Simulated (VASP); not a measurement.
Input of a VASP 6.6.1 run:

The input INCAR:

```
  ALGO = Normal
  EDIFF = 1E-6
  ENCUT = 520
  GGA = PE
  ISIF = 2
  ISMEAR = 0
  LASPH = True
  LCHARG = False
  LREAL = False
  LWAVE = False
  NBANDS = 12
  NELM = 100
  PREC = Accurate
  SIGMA = 0.1
```

The input KPOINTS:

```
k-points
0
Gamma
  30 30 30
```

The input POSCAR:

```
Cu
1.0
   -1.2829422171      1.2829422171      1.8153072168
    1.2829422171     -1.2829422171      1.8153072168
    1.2829422171      1.2829422171     -1.8153072168
Cu
1
Direct
    0.5000000000      0.5000000000      0.0000000000
```

Potentials or basis: VASP PAW PBE potentials, release 64 (Cu).

The run is started by

```bash
$ cat potpaw_PBE.64/Cu/POTCAR > POTCAR
$ mpirun -np 1 vasp_std > vasp.out
```

Q: Predict the pressure.

A: 0.5 GPa.
